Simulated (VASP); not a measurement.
Here is a VASP 6.6.1 calculation.

Contents of POSCAR:

```
Mo
1.0
    4.7163648707      0.0000000000      0.0000000000
   -2.3581824353      4.0844917915      0.0000000000
    0.0000000000      0.0000000000      2.5810861685
Mo
3
Direct
    0.0000000000      1.0000000000      1.0000000000
    0.3333333333      0.6666666667      0.5000000000
    0.6666666667      0.3333333333      0.5000000000
```

File INCAR.step1:

```
SYSTEM = Mo
PREC = Accurate
ENCUT = 520
ISMEAR = -1
SIGMA = 0.1
LREAL = .False.
LASPH = .True.
NELM = 100
NBANDS = 28
GGA = PE
ALGO = Normal
EDIFF = 1E-4
LWAVE = .True.
LCHARG = .False.
```

Contents of INCAR.step2:

```
SYSTEM = Mo
PREC = Accurate
ENCUT = 520
EDIFF = 1E-6
ISMEAR = -1
SIGMA = 0.1
LREAL = .False.
LASPH = .True.
NELM = 100
ALGO = Normal
ISIF = 2
LWAVE = .False.
LCHARG = .False.
METAGGA = R2SCAN
LMIXTAU = .True.
NBANDS = 28
ISTART = 1
```

The input KPOINTS:

```
Automatic mesh
0
Gamma
  9 9 14
  0 0 0
```

Potentials or basis: VASP PAW PBE potentials, release 64 (Mo_sv).

Launch:

```sh
$ cat potpaw_PBE.64/Mo_sv/POTCAR > POTCAR
$ cp INCAR.step1 INCAR
$ mpirun -np 1 vasp_std > vasp.out
$ cp INCAR.step2 INCAR
$ mpirun -np 1 vasp_std > vasp.out
```

Question: Estimate the pressure.

Answer: -8.1 GPa.

Question: Predict the band gap on the k mesh.

Answer: Zero (bands 21 and 22 overlap by 1.34 eV).

Stress tensor (GPa, compression positive):
```
-7.36  0.00  0.00
 0.00 -7.36  0.00
 0.00  0.00 -9.48
```

Caveat: the cell stands under tension; the PAW data sets were made with another functional, which shifts forces and pressure a little.
